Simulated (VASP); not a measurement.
# W (Pm-3m) in VASP: relaxation of cell and atoms with PBE

Aim: the relaxation of cell and atoms of W with PBE.

Everything below comes from runs of VASP 6.6.1. Logs are shortened: lines on timing, memory, paths and dates and some standing lists are left out, and cuts for length are marked.

## Step 1: The cell of the first run

It takes space group Pm-3m (No. 221, cubic). Conventional cell: a = 2.590 Å, b = 2.590 Å, c = 2.590 Å, α = 90.00°, β = 90.00°, γ = 90.00°. Within 3.4 Å of W (site symmetry m-3m) lie 6 W at 2.59 Å.

This isn't the form of W at room conditions, which is bcc.

## Step 2: Relaxation of cell and atoms, PBE, target pressure 30 GPa, at which the enthalpy is minimised

INCAR reads:

```
SYSTEM = W
  ALGO = Normal
  EDIFF = 1E-7
  EDIFFG = -0.01
  ENCUT = 600
  GGA = PE
  IBRION = 2
  ISIF = 3
  ISMEAR = 0
  LASPH = .True.
  LCHARG = .False.
  LREAL = .False.
  LWAVE = .False.
  NELM = 100
  NSW = 60
  PREC = Accurate
  PSTRESS = 300.0
  SIGMA = 0.1
```

KPOINTS reads:

```
k-points
0
Gamma
  18 18 18
  0 0 0
```

POSCAR reads:

```
W
1.0
    2.5900000000      0.0000000000      0.0000000000
    0.0000000000      2.5900000000      0.0000000000
    0.0000000000      0.0000000000      2.5900000000
W
1
Direct
    0.0000000000      0.0000000000      0.0000000000
```

Potentials or basis: VASP PAW PBE potentials, release 64 (W_sv).

Launch:

```bash
cat potpaw_PBE.64/W_sv/POTCAR > POTCAR
mpirun -np 1 vasp_std > vasp.out
```

OUTCAR:

```text
SYSTEM = W
   EDIFF = 1E-7
   EDIFFG = -0.01
   ENCUT = 600
   GGA = PE
   IBRION = 2
   ISIF = 3
   ISMEAR = 0
   LASPH = .True.
   LREAL = .False.
   NELM = 100
   NSW = 60
   PREC = Accurate
   PSTRESS = 300.0

 ion  position               nearest neighbor table
   1  0.000  0.000  0.000-

  LATTYP: Found a simple cubic cell.
 ALAT       =     2.5900000000

  Lattice vectors:

 A1 = (   2.5900000000,   0.0000000000,   0.0000000000)
 A2 = (   0.0000000000,   2.5900000000,   0.0000000000)
 A3 = (   0.0000000000,   0.0000000000,   2.5900000000)

Analysis of symmetry for initial positions (statically):
=====================================================================
 Subroutine PRICEL returns:
 Original cell was already a primitive cell.

 Routine SETGRP: Setting up the symmetry group for a
 simple cubic supercell.

 Subroutine GETGRP returns: Found 48 space group operations
 (whereof 48 operations were pure point group operations)
 out of a pool of 48 trial point group operations.

The static configuration has the point symmetry O_h .

Analysis of symmetry for dynamics (positions and initial velocities):
=====================================================================
 Subroutine PRICEL returns:
 Original cell was already a primitive cell.

 Routine SETGRP: Setting up the symmetry group for a
 simple cubic supercell.

 Subroutine GETGRP returns: Found 48 space group operations
 (whereof 48 operations were pure point group operations)
 out of a pool of 48 trial point group operations.

The dynamic configuration has the point symmetry O_h .

 Subroutine INISYM returns: Found 48 space group operations
 (whereof 48 operations are pure point group operations),
 and found     1 'primitive' translations

----------------------------------------------------------------------------------------

                                     Primitive cell

  volume of cell :      17.3740

  direct lattice vectors                    reciprocal lattice vectors
     2.590000000  0.000000000  0.000000000     0.386100386  0.000000000  0.000000000
     0.000000000  2.590000000  0.000000000     0.000000000  0.386100386  0.000000000
     0.000000000  0.000000000  2.590000000     0.000000000  0.000000000  0.386100386

  length of vectors
     2.590000000  2.590000000  2.590000000     0.386100386  0.386100386  0.386100386

  position of ions in fractional coordinates (direct lattice)
     0.000000000  0.000000000  0.000000000

  ion indices of the primitive-cell ions
   primitive index   ion index
                 1           1

----------------------------------------------------------------------------------------

 KPOINTS: k-points

Automatic generation of k-mesh.
 Grid dimensions read from file:
 generate k-points for:   18   18   18

 Generating k-lattice:

  Cartesian coordinates                     Fractional coordinates (reciprocal lattice)
     0.021450021  0.000000000  0.000000000     0.055555556  0.000000000  0.000000000
     0.000000000  0.021450021  0.000000000     0.000000000  0.055555556  0.000000000
     0.000000000  0.000000000  0.021450021     0.000000000  0.000000000  0.055555556

  Length of vectors
     0.021450021  0.021450021  0.021450021

  Shift w.r.t. Gamma in fractional coordinates (k-lattice)
     0.000000000  0.000000000  0.000000000

 Subroutine IBZKPT returns following result:
 ===========================================

 Found    220 irreducible k-points:

 Following reciprocal coordinates:
            Coordinates               Weight
  0.000000  0.000000  0.000000      1.000000
  0.055556  0.000000  0.000000      6.000000
  0.111111  0.000000  0.000000      6.000000
  0.166667  0.000000  0.000000      6.000000
  0.222222  0.000000  0.000000      6.000000
  0.277778  0.000000  0.000000      6.000000
[... 16 lines left out ...]
  0.277778  0.111111  0.000000     24.000000
  0.333333  0.111111  0.000000     24.000000
 [... further k-points ...]
   k-points           NKPTS =    220   k-points in BZ     NKDIM =    220   number of bands    NBANDS=     11
   number of dos      NEDOS =    301   number of ions     NIONS =      1
   total plane-waves  NPLWV =  13824
   dimension x,y,z NGX =    24 NGY =   24 NGZ =   24
   dimension x,y,z NGXF=    48 NGYF=   48 NGZF=   48
   ions per type =               1
   NGX,Y,Z   is equivalent  to a cutoff of  15.41, 15.41, 15.41 a.u.
   NGXF,Y,Z  is equivalent  to a cutoff of  30.81, 30.81, 30.81 a.u.
 SYSTEM =  W
   PREC   = accura    normal or accurate (medium, high low for compatibility)
   ISTART =      0    job   : 0-new  1-cont  2-samecut
   ICHARG =      2    charge: 1-file 2-atom 10-const
   ISPIN  =      1    spin polarized calculation?
   LNONCOLLINEAR =      F non collinear calculations
   LSORBIT =      F    spin-orbit coupling
   LASPH  =      T    aspherical Exc in radial PAW
   ENCUT  =  600.0 eV  44.10 Ry    6.64 a.u.   5.17  5.17  5.17*2*pi/ulx,y,z
   NELM   =    100;   NELMIN=  2; NELMDL= -5     # of ELM steps
   EDIFF  = 0.1E-06   stopping-criterion for ELM
   LREAL  =      F    real-space projection
   EDIFFG = -.1E-01   stopping-criterion for IOM
   NSW    =     60    number of steps for IOM
   IBRION =      2    ionic relax: 0-MD 1-quasi-New 2-CG
   NFREE  =      1    steps in history (QN), initial steepest desc. (CG)
   ISIF   =      3    stress and relaxation
   ISYM   =      2    0-nonsym 1-usesym 2-fastsym
   POTIM  = 0.5000    time-step for ionic-motion
   TEBEG  =    0.0;   TEEND  =   0.0 temperature during run
   PSTRESS=  300.0 pullay stress
   NELECT =      14.0000    total number of electrons
   NUPDOWN=      -1.0000    fix difference up-down
   EMIN   =  10.00;   EMAX   =-10.00  energy-range for DOS
   EFERMI =   0.00;   METHOD = LEGACY
   ISMEAR =     0;   SIGMA  =   0.10  broadening in eV -4-tet -1-fermi 0-gaus
   EFERMI_NEDOS =   21; number of points for ismear=-14 and -15
   IALGO  =     38    algorithm
   IMIX   =      4    mixing-type and parameters
     AMIX     =   0.40;   BMIX     =  1.00
     AMIX_MAG =   1.60;   BMIX_MAG =  1.00
  volume/ion in A,a.u.               =      17.37       117.25
  Fermi-wavevector in a.u.,A,eV,Ry     =   1.523413  2.878834 31.576239  2.320788
  Thomas-Fermi vector in A             =   2.631860
   LORBIT       =      0    0 simple, 1 ext, 2 COOP (PROOUT), +10 PAW based schemes
   GGA     = PE    functional components
   LHFCALC =     F    Hartree Fock is set to
   AEXX    =    0.0000 exact exchange contribution
   IVDW    =     0    specifies the selected vdW correction
   LEPSILON=     F    determine dielectric tensor
   LRPA    =     F    only Hartree local field effects (RPA)
 conjugate gradient relaxation of ions
 non-spin polarized calculation
 Gauss-broadening in eV      SIGMA  =   0.10
  energy-cutoff  :      600.00
  volume of cell :       17.37
 maximum number of plane-waves:       624
 NGX is ok and might be reduce to    24
   NGX = 11   NGY = 11   NGZ = 11

--------------------------------------- Ionic step        1  -------------------------------------------

 number of electron      13.9999999 magnetization

 Free energy of the ion-electron system (eV)
  ---------------------------------------------------
  ext. energy  EPLUGINS =         0.00000000
  ---------------------------------------------------
  free energy    TOTEN  =       -11.45355492 eV

  energy without entropy =      -11.44656551  energy(sigma->0) =      -11.45006022

------------------------ aborting loop because EDIFF is reached ----------------------------------------

  FORCE on cell =-STRESS in cart. coord.  units (eV):
  Direction    XX          YY          ZZ          XY          YZ          ZX
  --------------------------------------------------------------------------------------
  -------------------------------------------------------------------------------------
  Total        1.5581555      1.5581555      1.5581555     -0.0000000      0.0000000      0.0000000
  in kB      143.6885275    143.6885275    143.6885275     -0.0000000      0.0000000      0.0000000
  external PRESSURE =    -156.3114725 kB  Pullay stress =     300.0000000 kB
[... 133 lines left out ...]
  enthalpy is  TOTEN    =        -8.2461748950 eV   P V=        3.0872923754

--------------------------------------- Ionic step        5  -------------------------------------------

 number of electron      14.0000002 magnetization

 Free energy of the ion-electron system (eV)
  ---------------------------------------------------
  ext. energy  EPLUGINS =         0.00000000
  ---------------------------------------------------
  free energy    TOTEN  =       -11.33022269 eV

  energy without entropy =      -11.32360501  energy(sigma->0) =      -11.32691385

 E-fermi :  10.8360     XC(G=0): -13.2748

 val. band max:       10.8270821958   @ k =   0.5000   0.2778   0.1111
 cond. band min:      10.8391426486   @ k =   0.4444   0.3333   0.1667
 fundamental gap:      0.0120604529
 Fermi energy:        10.8359883205

 k-point     1 :       0.0000    0.0000    0.0000
  band No.  band energies     occupation
      1     -63.2506      2.00000
      2     -26.6880      2.00000
      3     -26.6880      2.00000
      4     -26.6880      2.00000
      5       1.6783      2.00000
      6       5.8598      2.00000
      7       5.8598      2.00000
      8      16.2172      0.00000
      9      16.2172      0.00000
     10      16.2172      0.00000
     11      26.3983      0.00000
[... 309 lines left out ...]
 k-point    24 :       0.3333    0.1111    0.0000
  band No.  band energies     occupation
      1     -63.1231      2.00000
      2     -28.0010      2.00000
      3     -26.7808      2.00000
      4     -26.5488      2.00000
      5       4.7761      2.00000
      6       7.0821      2.00000
      7       9.1390      2.00000
      8      12.3985      0.00000
      9      12.7037      0.00000
     10      15.9217      0.00000
     11      20.9313      0.00000

 [... further k-points ...]

------------------------ aborting loop because EDIFF is reached ----------------------------------------

  FORCE on cell =-STRESS in cart. coord.  units (eV):
  Direction    XX          YY          ZZ          XY          YZ          ZX
  --------------------------------------------------------------------------------------
  -------------------------------------------------------------------------------------
  Total        3.0882220      3.0882220      3.0882220      0.0000000      0.0000000      0.0000000
  in kB      300.4074639    300.4074639    300.4074639      0.0000000      0.0000000      0.0000000
  external PRESSURE =       0.4074639 kB  Pullay stress =     300.0000000 kB
[... 16 lines left out ...]
  FREE ENERGIE OF THE ION-ELECTRON SYSTEM (eV)
  ---------------------------------------------------
  free  energy   TOTEN  =       -11.3302226859 eV

  energy  without entropy=      -11.3236050137  energy(sigma->0) =      -11.32691385

  enthalpy is  TOTEN    =        -8.2461894791 eV   P V=        3.0840332068

 reached required accuracy - stopping structural energy minimisation
```

Run time: 1.7 min. Hardware: 1 thread of AMD EPYC 7R13 (Zen 3), shared host; peak memory 0.16 GiB.

Results:

- Free energy: -11.3302 eV
- Relaxed volume: 16.47 Å³/atom
- Relaxed cell: a = 2.544 Å, b = 2.544 Å, c = 2.544 Å, α = 90.00°, β = 90.00°, γ = 90.00°
- Space group after relaxing (to 0.1 Å): Pm-3m (No. 221)
- Energy change on relaxing (the run minimises the enthalpy): +123.3 meV/atom
- Ionic steps: 5
- Pressure after relaxing: 30.0 GPa
- Band gap on the k mesh: zero (bands 7 and 8 overlap by 3.10 eV)

Step by step:
| step | energy change (eV) | largest force (eV/Å) | pressure (GPa) | volume (Å³) |
| --- | --- | --- | --- | --- |
| 1 | 0.0000 | 0.0000 | 14.37 | 17.37 |
| 2 | 1.4693 | 0.0000 | 128.37 | 13.45 |
| 3 | 0.1098 | 0.0000 | 28.60 | 16.54 |
| 4 | 0.1201 | 0.0000 | 29.70 | 16.49 |
| 5 | 0.1233 | 0.0000 | 30.04 | 16.47 |

Final structure:
```yaml
crystal:
  lattice:
    - [2.54431, 0.00000, 0.00000]
    - [0.00000, 2.54431, 0.00000]
    - [0.00000, 0.00000, 2.54431]
  atoms:
    - { symbol: W, position: [0.00000, 0.00000, 0.00000] }
```

Levels at points of the mesh, in eV from the Fermi level:
```
           k point  band 4  band 5  band 6  band 7  band 8  band 9  band 10  band 11
(0.00, 0.00, 0.00)  -37.52   -9.16   -4.98   -4.98    5.38    5.38     5.38    15.56
(0.50, 0.00, 0.00)  -37.36   -5.42   -3.86   -0.76    0.94    0.94     5.87    10.55
(0.50, 0.50, 0.00)  -37.21   -6.45   -3.17    1.85    1.85    5.29     5.29     8.47
(0.50, 0.50, 0.50)  -38.80   -4.57   -4.57   -4.57    7.05    8.82     8.82    13.05
```

Caveat: the cell is relaxed towards a set pressure, so the run minimises the enthalpy, not the energy; spin-orbit coupling is left out, which moves the levels of the heavy elements.
